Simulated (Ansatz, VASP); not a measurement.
# One calculation of BeS, two programs

File INCAR:

```
PREC     = Accurate       # precision mode
ENCUT    = 600            # plane-wave cutoff, eV
EDIFF    = 1E-6           # SCF threshold, eV
ISMEAR   = -1             # smearing method
SIGMA    = 0.08           # smearing width, eV
LREAL    = False          # projectors in reciprocal space
LASPH    = True           # aspherical terms in the spheres
NELM     = 60             # most SCF steps
ALGO     = Normal         # electronic algorithm
ISIF     = 3              # what is computed and relaxed
LWAVE    = False          # write WAVECAR
LCHARG   = False          # write CHGCAR
GGA      = PE             # functional
IBRION   = 2              # ionic algorithm
NSW      = 100            # ionic steps
EDIFFG   = -0.005         # ionic threshold
```

KPOINTS

```
regular mesh
0
Gamma
  13 13 13
```

File POSCAR:

```
BeS
1.0
    0.0000000000      2.2322827293      2.2322827293
    2.2322827293      0.0000000000      2.2322827293
    2.2322827293      2.2322827293      0.0000000000
Be S
1 1
Direct
    0.0000000000      0.0000000000      0.0000000000
    0.5000000000      0.5000000000      0.5000000000
```

Input for Ansatz:

```yaml
crystal:
  lattice:
    - [0.0, 2.2322827293, 2.2322827293]
    - [2.2322827293, 0.0, 2.2322827293]
    - [2.2322827293, 2.2322827293, 0.0]
  atoms:
    - { symbol: Be, position: [0.0, 0.0, 0.0] }
    - { symbol: S, position: [0.5, 0.5, 0.5] }
kpoints:
  mp_grid: { grid: [13, 13, 13] }
scf:
  occupations: { method: fermi_dirac, width: 0.08 }
hamiltonian:
  xc: pbe
  pseudopotentials: { kind: paw }
output:
  forces: true
  stress: true
relax:
  f_tol: 0.005
  max_steps: 80
  cell: {}
```

Alike in both runs: task relaxation of cell and atoms; functional PBE; k mesh 13 × 13 × 13; occupations fermi-dirac, width 0.08 eV; no spin polarisation.

|  | VASP | Ansatz |
| --- | --- | --- |
| version | VASP 6.6.1 | Ansatz 0.2.0 |
| potentials or method | VASP PAW PBE potentials, release 64 (Be, S) | PAW with Ansatz's default frozen-core files, scalar-relativistic |
| plane-wave cutoff (eV) | 600 | 420 |
| valence electrons in the cell | 8 | 8 |

VASP gave:

| Property | Result |
| --- | --- |
| relaxed volume (Å³/atom) | 12.39 |
| relaxed cell length with the largest relative difference (Å) | 3.273 |

Question: Which values does Ansatz return?

Answer: Relaxed volume (Å³/atom): 12.40; relaxed cell length with the largest relative difference (Å): 3.273.
